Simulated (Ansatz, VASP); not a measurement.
## Al in VASP and in Ansatz

Contents of INCAR:

```
PREC = Accurate ; ENCUT = 520
EDIFF = 1E-6 ; ISMEAR = 0
SIGMA = 0.15 ; LREAL = F
LASPH = T ; NELM = 60
ALGO = Fast ; ISIF = 2
LWAVE = F ; LCHARG = F
GGA = PE ; NBANDS = 8
```

The input KPOINTS:

```
regular mesh
0
Gamma
  20 20 20
```

POSCAR

```
Al
1.0
    0.0000000000      2.1049392000      2.1858984000
    2.1049392000      0.0000000000      2.1858984000
    2.1049392000      2.1049392000      0.0000000000
Al
1
Direct
    0.0000000000      0.0000000000      0.0000000000
```

Input for Ansatz:

```yaml
crystal:
  lattice:
    - [0.0, 2.1049392, 2.1858984]
    - [2.1049392, 0.0, 2.1858984]
    - [2.1049392, 2.1049392, 0.0]
  atoms:
    - { symbol: Al, position: [0.0, 0.0, 0.0] }
basis:
  ecutwfc: 420
kpoints:
  mp_grid: { grid: [20, 20, 20] }
hamiltonian:
  xc: pbe
scf:
  occupations: { method: gaussian, width: 0.15 }
output:
  forces: true
  stress: true
  eigenvalues: true
```

Change from the starting cell: strain +0.040 along x and y, +0.080 along z, atoms carried along.

Alike in both runs: task single point; functional PBE; k mesh 20 × 20 × 20; occupations gaussian, width 0.15 eV; no spin polarisation.

|  | VASP | Ansatz |
| --- | --- | --- |
| version | VASP 6.6.1 | Ansatz 0.2.0 |
| potentials or method | VASP PAW PBE potentials, release 64 (Al), cutoff 520 eV | scalar-relativistic, plane waves, PAW |
| valence electrons in the cell | 3 | 3 |

```tsv
	VASP	Ansatz	Ansatz less VASP
gap on the k mesh at the Fermi level (eV)	none	none	-
pressure (GPa)	-8.4	-8.4	+0.02
traceless stress, the component that is largest in VASP (GPa)	-0.63	-0.64	-0.004
```

A gap of «none» marks a metal or a gap that the smearing closes.
